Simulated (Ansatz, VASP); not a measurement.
CsI in VASP and in Ansatz

```
CELL_PARAMETERS angstrom
4.56670 0.00000 0.00000
0.00000 4.56670 0.00000
0.00000 0.00000 4.61237
ATOMIC_POSITIONS crystal
Cs 0.00000 0.00000 0.00000
I 0.50000 0.50000 0.50000
```

Change from the starting cell: strain +0.0100 x Voigt [0, 0, 1, 0, 0, 0], atoms carried along.

Alike in both runs: task single point; functional PBE; k mesh 6 × 6 × 6; occupations gaussian, width 0.05 eV; no spin polarisation.

|  | VASP | Ansatz |
| --- | --- | --- |
| version | VASP 6.6.1 | Ansatz 0.2.0 |
| potentials or method | VASP PAW PBE potentials, release 64 (Cs_sv, I), cutoff 500 eV | scalar-relativistic, plane waves, PAW |
| valence electrons in the cell | 16 | 26 |

|  | VASP | Ansatz | Ansatz less VASP |
| --- | --- | --- | --- |
| gap on the k mesh at the Fermi level (eV) | 3.83 | 3.84 | +0.013 |
| least direct gap on the mesh (eV) | 3.92 | 3.93 | +0.010 |
| pressure (GPa) | 0.7 | 0.6 | -0.03 |
| traceless stress, the component that is largest in VASP (GPa) | -0.12 | -0.12 | 0.000 |

VASP's potentials hold 16 valence electrons a cell and Ansatz's 26, so a difference there can come from the potentials and not from the codes.

Neither program's run includes spin-orbit coupling.
